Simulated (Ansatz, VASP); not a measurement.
# Ir: VASP beside Ansatz

The input POSCAR:

```
Ir
1.0
    0.0000000000      1.8828426517      1.8828426517
    1.8828426517      0.0000000000      1.8828426517
    1.8828426517      1.8828426517      0.0000000000
Ir
1
Direct
    0.0000000000      0.0000000000      0.0000000000
```

File INCAR.step1:

```
SYSTEM = Ir
  ALGO = Normal
  EDIFF = 1E-5
  ENCUT = 620
  GGA = PE
  GGA_COMPAT = .FALSE.
  ISMEAR = 0
  LASPH = .TRUE.
  LCHARG = .FALSE.
  LREAL = .FALSE.
  LWAVE = .TRUE.
  NBANDS = 14
  NELM = 120
  PREC = Accurate
  SIGMA = 0.1
```

File INCAR.step2:

```
SYSTEM = Ir
  ALGO = Normal
  EDIFF = 1E-6
  ENCUT = 620
  GGA_COMPAT = .FALSE.
  ISIF = 2
  ISMEAR = 0
  ISTART = 1
  LASPH = .TRUE.
  LCHARG = .FALSE.
  LMIXTAU = .TRUE.
  LREAL = .FALSE.
  LWAVE = .FALSE.
  METAGGA = R2SCAN
  NBANDS = 14
  NELM = 120
  PREC = Accurate
  SIGMA = 0.1
```

The input KPOINTS:

```
k-points
0
G
  18 18 18
  0 0 0
```

Input for Ansatz:

```yaml
crystal:
  lattice:
    - [0.0, 1.8828426517, 1.8828426517]
    - [1.8828426517, 0.0, 1.8828426517]
    - [1.8828426517, 1.8828426517, 0.0]
  atoms:
    - { symbol: Ir, position: [0.0, 0.0, 0.0] }
basis:
  ecutwfc: 500
kpoints:
  mp_grid: { grid: [18, 18, 18] }
hamiltonian:
  xc: r2scan
scf:
  occupations: { method: gaussian, width: 0.1 }
output:
  forces: true
  stress: true
  eigenvalues: true
```

Alike in both runs: task single point; functional r2SCAN; k mesh 18 × 18 × 18; occupations gaussian, width 0.1 eV; no spin polarisation.

```csv
,VASP,Ansatz
version,VASP 6.6.1,Ansatz 0.2.0
potentials or method,"VASP PAW PBE potentials, release 64 (Ir_sv_GW), cutoff 620 eV","scalar-relativistic, plane waves, PAW"
valence electrons in the cell,17,17
```

|  | VASP | Ansatz | Ansatz less VASP |
| --- | --- | --- | --- |
| gap on the k mesh at the Fermi level (eV) | none | none | - |
| pressure (GPa) | 26.3 | 27.3 | +0.99 |

VASP's potentials were made for PBE, not for r2SCAN. A gap of «none» marks a metal or a gap that the smearing closes.

Neither program's run includes spin-orbit coupling.
